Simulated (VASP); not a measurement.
# Y2Ge3 (P-6m2) in VASP: a series of runs

Y2Ge3 is run at these levels: r2SCAN+D3(BJ), r2SCAN; tasks: relaxation of cell and atoms, single point.

Everything below comes from runs of VASP 6.6.1. Logs are shortened: lines on timing, memory, paths and dates and some standing lists are left out, and cuts for length are marked.

## (1) The cell of the first run

Symmetry: P-6m2, No. 187, hexagonal system. The conventional cell has a = 4.392 Å, b = 4.392 Å, c = 7.107 Å, α = 90.00°, β = 90.00°, γ = 120.00°. Y (site symmetry 3m) has 9 Ge at 3.02 to 3.18 Å and 2 Y at 3.27 to 3.84 Å within 4.0 Å. Within 3.3 Å of Ge (site symmetry -6m2) lie 3 Ge at 2.54 Å and 6 Y at 3.18 Å. Within 4.0 Å of Ge (site symmetry -6m2) lie 6 Y at 3.02 Å and 2 Ge at 3.55 Å. Ge (site symmetry -6m2) has 3 Ge at 2.54 Å and 6 Y at 3.18 Å within 3.3 Å.

## (2) Relaxation of cell and atoms, r2SCAN+D3(BJ)

Input file POSCAR:

```
Y2Ge3
1.0
    4.3924264328      0.0000000000      0.0000000000
   -2.1962132164      3.8039528751      0.0000000000
    0.0000000000      0.0000000000      7.1072950000
Y Ge
2 3
Direct
    0.0000000000      0.0000000000      0.2700710000
    0.0000000000      0.0000000000      0.7299290000
    0.6666666667      0.3333333333      0.0000000000
    0.6666666667      0.3333333333      0.5000000000
    0.3333333333      0.6666666667      0.0000000000
```

Input file INCAR.step1:

```
PREC = Accurate
ENCUT = 550
ISMEAR = -1
SIGMA = 0.05
LREAL = False
LASPH = True
NELM = 120
GGA = PE
ALGO = Normal
EDIFF = 1E-5
LWAVE = True
LCHARG = False
GGA_COMPAT = False
IBRION = 2
ISIF = 3
EDIFFG = -0.005
NELMIN = 4
NSW = 100
```

Input file INCAR.step2:

```
PREC = Accurate
ENCUT = 550
EDIFF = 1E-7
ISMEAR = -1
SIGMA = 0.05
LREAL = False
LASPH = True
NELM = 120
ALGO = Normal
ISIF = 3
LWAVE = False
LCHARG = False
METAGGA = R2SCAN
LMIXTAU = True
IVDW = 12
VDW_S6 = 1.0
VDW_S8 = 0.78981345
VDW_A1 = 0.49484001
VDW_A2 = 5.73083694
IBRION = 2
NSW = 60
EDIFFG = -0.01
ISTART = 1
GGA_COMPAT = False
NELMIN = 4
```

Input file KPOINTS:

```
Automatic mesh
0
Gamma
  7 7 4
```

Potentials or basis: VASP PAW PBE potentials, release 64 (Y_sv, Ge_d).

Run with:

```
$ cat potpaw_PBE.64/Y_sv/POTCAR potpaw_PBE.64/Ge_d/POTCAR > POTCAR
$ cp INCAR.step1 INCAR
$ mpirun -np 1 vasp_std > vasp.out
$ cp INCAR.step2 INCAR
$ mpirun -np 1 vasp_std > vasp.out
```

OUTCAR:

```text
PREC = Accurate
   ENCUT = 550
   EDIFF = 1E-7
   ISMEAR = -1
   LREAL = False
   LASPH = True
   NELM = 120
   ISIF = 3
   METAGGA = R2SCAN
   IVDW = 12
   IBRION = 2
   NSW = 60
   EDIFFG = -0.01
   ISTART = 1
   NELMIN = 4
 IVDW          = 12

 ion  position               nearest neighbor table
   1  0.000  0.000  0.270-   4 3.02   4 3.02   4 3.02   5 3.18   3 3.18   3 3.18   5 3.18   5 3.18
                             3 3.18   2 3.27   2 3.84
   2  0.000  0.000  0.730-   4 3.02   4 3.02   4 3.02   5 3.18   3 3.18   3 3.18   5 3.18   5 3.18
                             3 3.18   1 3.27   1 3.84
   3  0.667  0.333  0.000-   5 2.54   5 2.54   5 2.54   1 3.18   2 3.18   1 3.18   2 3.18   1 3.18
                             2 3.18
   4  0.667  0.333  0.500-   1 3.02   2 3.02   1 3.02   2 3.02   1 3.02   2 3.02
   5  0.333  0.667  0.000-   3 2.54   3 2.54   3 2.54   1 3.18   2 3.18   2 3.18   1 3.18   2 3.18
                             1 3.18

  LATTYP: Found a hexagonal cell.
 ALAT       =     4.3924264328
 C/A-ratio  =     1.6180794622

  Lattice vectors:

 A1 = (   4.3924264328,   0.0000000000,   0.0000000000)
 A2 = (  -2.1962132164,   3.8039528751,   0.0000000000)
 A3 = (   0.0000000000,   0.0000000000,   7.1072950000)

Analysis of symmetry for initial positions (statically):
=====================================================================
 Subroutine PRICEL returns:
 Original cell was already a primitive cell.

 Routine SETGRP: Setting up the symmetry group for a
 hexagonal supercell.

 Subroutine GETGRP returns: Found 12 space group operations
 (whereof 12 operations were pure point group operations)
 out of a pool of 24 trial point group operations.

The static configuration has the point symmetry D_3h.

Analysis of symmetry for dynamics (positions and initial velocities):
=====================================================================
 Subroutine PRICEL returns:
 Original cell was already a primitive cell.

 Routine SETGRP: Setting up the symmetry group for a
 hexagonal supercell.

 Subroutine GETGRP returns: Found 12 space group operations
 (whereof 12 operations were pure point group operations)
 out of a pool of 24 trial point group operations.

The dynamic configuration has the point symmetry D_3h.

 Subroutine INISYM returns: Found 12 space group operations
 (whereof 12 operations are pure point group operations),
 and found     1 'primitive' translations

----------------------------------------------------------------------------------------

                                     Primitive cell

  volume of cell :     118.7528

  direct lattice vectors                    reciprocal lattice vectors
     4.392426433  0.000000000  0.000000000     0.227664598  0.131442217  0.000000000
    -2.196213216  3.803952875  0.000000000     0.000000000  0.262884434  0.000000000
     0.000000000  0.000000000  7.107295000     0.000000000  0.000000000  0.140700506

  length of vectors
     4.392426433  4.392426433  7.107295000     0.262884434  0.262884434  0.140700506

  position of ions in fractional coordinates (direct lattice)
     0.000000000  0.000000000  0.270071000
     0.000000000  0.000000000  0.729929000
     0.666666667  0.333333333  0.000000000
     0.666666667  0.333333333  0.500000000
     0.333333333  0.666666667  0.000000000

  ion indices of the primitive-cell ions
   primitive index   ion index
                 1           1
                 2           2
                 3           3
                 4           4
                 5           5

----------------------------------------------------------------------------------------

 KPOINTS: Automatic mesh

Automatic generation of k-mesh.
 Grid dimensions read from file:
 generate k-points for:    7    7    4

 Generating k-lattice:

  Cartesian coordinates                     Fractional coordinates (reciprocal lattice)
     0.032523514  0.018777460  0.000000000     0.142857143  0.000000000  0.000000000
     0.000000000  0.037554919  0.000000000     0.000000000  0.142857143  0.000000000
     0.000000000  0.000000000  0.035175126     0.000000000  0.000000000  0.250000000

  Length of vectors
     0.037554919  0.037554919  0.035175126

  Shift w.r.t. Gamma in fractional coordinates (k-lattice)
     0.000000000  0.000000000  0.000000000

 Subroutine IBZKPT returns following result:
 ===========================================

 Found     24 irreducible k-points:

 Following reciprocal coordinates:
            Coordinates               Weight
  0.000000  0.000000  0.000000      1.000000
  0.142857  0.000000  0.000000      6.000000
  0.285714  0.000000  0.000000      6.000000
  0.428571  0.000000  0.000000      6.000000
  0.142857  0.142857  0.000000      6.000000
  0.285714  0.142857  0.000000     12.000000
[... 16 lines left out ...]
  0.428571  0.142857  0.500000      6.000000
  0.285714  0.285714  0.500000      6.000000
   k-points           NKPTS =     24   k-points in BZ     NKDIM =     24   number of bands    NBANDS=     38
   number of dos      NEDOS =    301   number of ions     NIONS =      5
   total plane-waves  NPLWV =  69984
   dimension x,y,z NGX =    36 NGY =   36 NGZ =   54
   dimension x,y,z NGXF=    72 NGYF=   72 NGZF=  108
   ions per type =               2   3
   NGX,Y,Z   is equivalent  to a cutoff of  13.63, 13.63, 12.63 a.u.
   NGXF,Y,Z  is equivalent  to a cutoff of  27.25, 27.25, 25.26 a.u.
 SYSTEM =  unknown system
   PREC   = accura    normal or accurate (medium, high low for compatibility)
   ISTART =      1    job   : 0-new  1-cont  2-samecut
   ICHARG =      0    charge: 1-file 2-atom 10-const
   ISPIN  =      1    spin polarized calculation?
   LNONCOLLINEAR =      F non collinear calculations
   LSORBIT =      F    spin-orbit coupling
   LASPH  =      T    aspherical Exc in radial PAW
   ENCUT  =  550.0 eV  40.42 Ry    6.36 a.u.   8.40  8.40 13.59*2*pi/ulx,y,z
   NELM   =    120;   NELMIN=  4; NELMDL=  0     # of ELM steps
   EDIFF  = 0.1E-06   stopping-criterion for ELM
   LREAL  =      F    real-space projection
   EDIFFG = -.1E-01   stopping-criterion for IOM
   NSW    =     60    number of steps for IOM
   IBRION =      2    ionic relax: 0-MD 1-quasi-New 2-CG
   NFREE  =      1    steps in history (QN), initial steepest desc. (CG)
   ISIF   =      3    stress and relaxation
   ISYM   =      2    0-nonsym 1-usesym 2-fastsym
   POTIM  = 0.5000    time-step for ionic-motion
   TEBEG  =    0.0;   TEEND  =   0.0 temperature during run
   PSTRESS=    0.0 pullay stress
   NELECT =      64.0000    total number of electrons
   NUPDOWN=      -1.0000    fix difference up-down
   EMIN   =  10.00;   EMAX   =-10.00  energy-range for DOS
   EFERMI =   0.00;   METHOD = LEGACY
   ISMEAR =    -1;   SIGMA  =   0.05  broadening in eV -4-tet -1-fermi 0-gaus
   EFERMI_NEDOS =   21; number of points for ismear=-14 and -15
   IALGO  =     38    algorithm
   IMIX   =      4    mixing-type and parameters
     AMIX     =   0.40;   BMIX     =  1.00
     AMIX_MAG =   1.60;   BMIX_MAG =  1.00
  volume/ion in A,a.u.               =      23.75       160.28
  Fermi-wavevector in a.u.,A,eV,Ry     =   1.332253  2.517594 24.148968  1.774899
  Thomas-Fermi vector in A             =   2.461202
   LORBIT       =      0    0 simple, 1 ext, 2 COOP (PROOUT), +10 PAW based schemes
   METAGGA = R2SCAN    functional components
   LHFCALC =     F    Hartree Fock is set to
   AEXX    =    0.0000 exact exchange contribution
   IVDW    =    12    specifies the selected vdW correction
   LEPSILON=     F    determine dielectric tensor
   LRPA    =     F    only Hartree local field effects (RPA)
 conjugate gradient relaxation of ions
 non-spin polarized calculation
  energy-cutoff  :      550.00
  volume of cell :      118.75
 maximum number of plane-waves:      3532
 NGX is ok and might be reduce to    36
   NGX = 17   NGY = 17   NGZ = 27

--------------------------------------- Ionic step        1  -------------------------------------------

 number of electron      63.9999992 magnetization

 Free energy of the ion-electron system (eV)
  ---------------------------------------------------
  ext. energy  EPLUGINS =         0.00000000
  ---------------------------------------------------
  free energy    TOTEN  =       -85.02425977 eV

  energy without entropy =      -85.01258095  energy(sigma->0) =      -85.01842036

------------------------ aborting loop because EDIFF is reached ----------------------------------------

 Edisp (eV)   -0.82702

 E8    (eV) :    -0.3225

  FORCE on cell =-STRESS in cart. coord.  units (eV):
  Direction    XX          YY          ZZ          XY          YZ          ZX
  --------------------------------------------------------------------------------------
  -------------------------------------------------------------------------------------
  Total      -1.46093    -1.46093    -0.84091     0.00000    -0.00000    -0.00000
  in kB     -19.71044   -19.71044   -11.34530     0.00000    -0.00000    -0.00000
  external pressure =      -16.92 kB  Pullay stress =        0.00 kB
[... 239 lines left out ...]
  energy  without entropy=      -85.8568042996  energy(sigma->0) =      -85.86374942

--------------------------------------- Ionic step        7  -------------------------------------------

 number of electron      64.0000027 magnetization

 Free energy of the ion-electron system (eV)
  ---------------------------------------------------
  ext. energy  EPLUGINS =         0.00000000
  ---------------------------------------------------
  free energy    TOTEN  =       -85.02203568 eV

  energy without entropy =      -85.00818611  energy(sigma->0) =      -85.01511090

 E-fermi :   4.7638     XC(G=0): -11.2097

 val. band max:        4.6596501553   @ k =   0.4286   0.1429   0.0000
 cond. band min:       4.7655703905   @ k =   0.1429   0.0000   0.0000
 fundamental gap:      0.1059202351
 Fermi energy:         4.7638200131

 k-point     1 :       0.0000    0.0000    0.0000
  band No.  band energies     occupation
      1     -39.3206      2.00000
      2     -39.2814      2.00000
      3     -20.6441      2.00000
      4     -20.6441      2.00000
      5     -20.6161      2.00000
      6     -20.6034      2.00000
[... 1009 lines left out ...]
  FREE ENERGIE OF THE ION-ELECTRON SYSTEM (eV)
  ---------------------------------------------------
  free  energy   TOTEN  =       -85.8706977209 eV

  energy  without entropy=      -85.8568481497  energy(sigma->0) =      -85.86377294

 reached required accuracy - stopping structural energy minimisation
```

Wall time 40 min (1 thread of AMD EPYC 9R45 (Zen 5), shared host); peak memory 0.33 GiB.

Results:

```yaml
Free_energy: -85.8707 eV
Relaxed_volume: 23.15 Å³/atom
Relaxed_cell: a = 4.344 Å, b = 4.344 Å, c = 7.085 Å, α = 90.00°, β = 90.00°, γ = 120.00°
Space_group_after_relaxing_to_0.1_Å: P-6m2 (No. 187)
Energy_gained_by_relaxing: 3.9 meV/atom
Ionic_steps: 7
Pressure_after_relaxing: 0.0 GPa
Largest_force_after_relaxing: 0.010 eV/Å
Band_gap_on_the_k_mesh: zero (bands 32 and 33 overlap by 1.50 eV)
Dispersion_energy_per_atom: -0.170 eV
```

Forces on the atoms (eV/Å):
```
Y    0.000  0.000  0.010
Y    0.000  0.000 -0.010
Ge   0.000  0.000  0.000
Ge   0.000  0.000  0.000
Ge   0.000  0.000  0.000
```

The path:
```tsv
step	energy change (eV)	largest force (eV/Å)	pressure (GPa)	volume (Å³)
1	0.0000	0.1346	-1.69	118.75
2	-0.0164	0.0415	0.75	114.49
3	-0.0188	0.0671	0.09	115.58
4	-0.0188	0.0686	0.05	115.64
5	-0.0194	0.0143	-0.01	115.73
6	-0.0194	0.0137	-0.03	115.78
7	-0.0194	0.0098	-0.02	115.77
```

Final structure:
```cif
data_structure
_symmetry_space_group_name_H-M 'P 1'
_symmetry_Int_Tables_number 1
_cell_length_a 4.3438
_cell_length_b 4.3438
_cell_length_c 7.0847
_cell_angle_alpha 90.000
_cell_angle_beta 90.000
_cell_angle_gamma 120.000
_cell_volume 115.77
loop_
_atom_site_label
_atom_site_type_symbol
_atom_site_fract_x
_atom_site_fract_y
_atom_site_fract_z
_atom_site_occupancy
Y1 Y 0.00000 0.00000 0.26876 1
Y2 Y 0.00000 0.00000 0.73124 1
Ge1 Ge 0.66667 0.33333 0.00000 1
Ge2 Ge 0.66667 0.33333 0.50000 1
Ge3 Ge 0.33333 0.66667 0.00000 1
```

Levels at points of the mesh, in eV from the Fermi level:
| k point | band 29 | band 30 | band 31 | band 32 | band 33 | band 34 | band 35 | band 36 |
| --- | --- | --- | --- | --- | --- | --- | --- | --- |
| (0.00, 0.00, 0.00) | -2.94 | -0.59 | -0.59 | 0.01 | 0.77 | 0.77 | 1.01 | 1.77 |
| (0.00, 0.00, 0.50) | -2.84 | -1.77 | -0.52 | -0.52 | 0.12 | 0.12 | 1.90 | 2.00 |

Caveat: the PAW data sets were made with another functional, which shifts forces and pressure a little.

## (3) Single point, r2SCAN

This run uses another cell than the first one, of 18.11 Å³/atom.

Input file POSCAR:

```
Y2Ge3
1.0
    4.0067396258      0.0000000000      0.0000000000
   -2.0033698129      3.4699383023      0.0000000000
    0.0000000000      0.0000000000      6.5140640189
Y Ge
2 3
Direct
    0.0000000000      0.0000000000      0.2685394716
    0.0000000000      0.0000000000      0.7314605284
    0.6666666667      0.3333333333      0.0000000000
    0.6666666667      0.3333333333      0.5000000000
    0.3333333333      0.6666666667      0.0000000000
```

Input file INCAR.step1:

```
  PREC = Accurate
  ENCUT = 520
  ISMEAR = -1
  SIGMA = 0.05
  LREAL = False
  LASPH = True
  NELM = 80
  NBANDS = 40
  GGA = PE
  ALGO = Normal
  EDIFF = 1E-4
  LWAVE = True
  LCHARG = False
```

Input file INCAR.step2:

```
  PREC = Accurate
  ENCUT = 520
  EDIFF = 1E-6
  ISMEAR = -1
  SIGMA = 0.05
  LREAL = False
  LASPH = True
  NELM = 80
  ALGO = Normal
  ISIF = 2
  LWAVE = False
  LCHARG = False
  METAGGA = R2SCAN
  LMIXTAU = True
  NBANDS = 40
  ISTART = 1
```

Input file KPOINTS:

```
regular mesh
0
Gamma
  7 7 4
```

Potentials or basis: VASP PAW PBE potentials, release 64 (Y_sv, Ge_d).

Run with:

```
$ cat potpaw_PBE.64/Y_sv/POTCAR potpaw_PBE.64/Ge_d/POTCAR > POTCAR
$ cp INCAR.step1 INCAR
$ mpirun -np 1 vasp_std > vasp.out
$ cp INCAR.step2 INCAR
$ mpirun -np 1 vasp_std > vasp.out
```

Wall time 7.7 min (1 thread of Oxide Virtual Turin-like, shared host); peak memory 0.22 GiB.

The run converged. Its results:

```
Free energy            : -82.9863 eV
Pressure               : 30.1 GPa
Largest force          : 0.011 eV/Å
Band gap on the k mesh : zero (bands 32 and 33 overlap by 1.22 eV)
```

Forces on the atoms (eV/Å):
```
Y    0.000  0.000 -0.011
Y    0.000  0.000  0.011
Ge   0.000  0.000  0.000
Ge   0.000  0.000  0.000
Ge   0.000  0.000  0.000
```

Stress tensor (GPa, compression positive):
```
30.11  0.00  0.00
 0.00 30.11  0.00
 0.00  0.00 29.96
```

Levels at points of the mesh, in eV from the Fermi level:
| k point | band 29 | band 30 | band 31 | band 32 | band 33 | band 34 | band 35 | band 36 |
| --- | --- | --- | --- | --- | --- | --- | --- | --- |
| (0.00, 0.00, 0.00) | -1.77 | -0.98 | -0.98 | -0.44 | 0.89 | 0.89 | 1.36 | 1.75 |
| (0.00, 0.00, 0.50) | -2.56 | -1.47 | -0.81 | -0.81 | -0.09 | -0.09 | 2.13 | 2.13 |

Caveat: the cell stands under pressure; the PAW data sets were made with another functional, which shifts forces and pressure a little.

The gap in the log of VASP goes by the Fermi energy; the results here count the filled bands.